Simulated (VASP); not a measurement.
SiC (Moissanite), 4 atoms in the cell. The typed cell holds 4 atoms: a = 3.076 Å, b = 3.049 Å, c = 5.049 Å, α = 89.57°, β = 88.85°, γ = 119.13°. 

* Program: VASP 6.6.1
* Task: single point
* Functional: PBEsol
* Potentials or basis: VASP PAW PBE potentials, release 64 (Si, C)
* Cutoff: 520 eV
* k mesh: 12 × 12 × 4
* Occupations: gaussian, width 0.05 eV
* Spin: no spin polarisation
* Dipole correction: no
* Further INCAR settings: ALGO = Normal; EDIFF = 1e-07; NBANDS = 16

Potentials or basis: VASP PAW PBE potentials, release 64 (Si, C).

Run with:

```console
$ cat potpaw_PBE.64/Si/POTCAR potpaw_PBE.64/C/POTCAR > POTCAR
$ mpirun -np 1 vasp_std > vasp.out
```

Hardware: 1 thread of AMD EPYC 9R45 96-Core Processor (Zen 5), on a shared host.

Q: Estimate the wall time of this run.

A: It took 91 s on 1 thread of AMD EPYC 9R45 96-Core Processor (Zen 5), on a shared host, peak memory 0.25 GiB. Counts: scf iterations 13, k points 292.
